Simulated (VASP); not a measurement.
## Pt: single point with revPBE

Crystal: Pt.

```
CELL_PARAMETERS angstrom
-1.58908 1.58908 1.58908
1.58908 -1.58908 1.58908
1.58908 1.58908 -1.58908
ATOMIC_POSITIONS crystal
Pt 0.00000 0.00000 0.00000
```

```yaml
Program: VASP 6.6.1
Task: single point
Functional: revPBE
Potentials_or_basis: VASP PAW PBE potentials, release 64 (Pt)
Cutoff: 520 eV
k_mesh: 23 × 23 × 23
Occupations: fermi-dirac, width 0.1 eV
Spin: no spin polarisation
```

The pressure is -0.6 GPa and the band gap on the k mesh is zero (band 5 reaches 10.93 eV, above the bottom of band 6 at 8.86 eV).

Levels at points of the mesh, in eV from the Fermi level:
```tsv
k point	band 3	band 4	band 5	band 6	band 7	band 8
(0.00, 0.00, 0.00)	-3.40	-3.40	-0.99	-0.99	17.08	17.08
```

Run time: 58 s on 1 thread of AMD EPYC 7R43 64-Core Processor (Zen 3), on a shared host, peak memory 0.14 GiB.

Caveat: the PAW data sets were made with another functional, which shifts forces and pressure a little; spin-orbit coupling is left out, which moves the levels of the heavy elements.
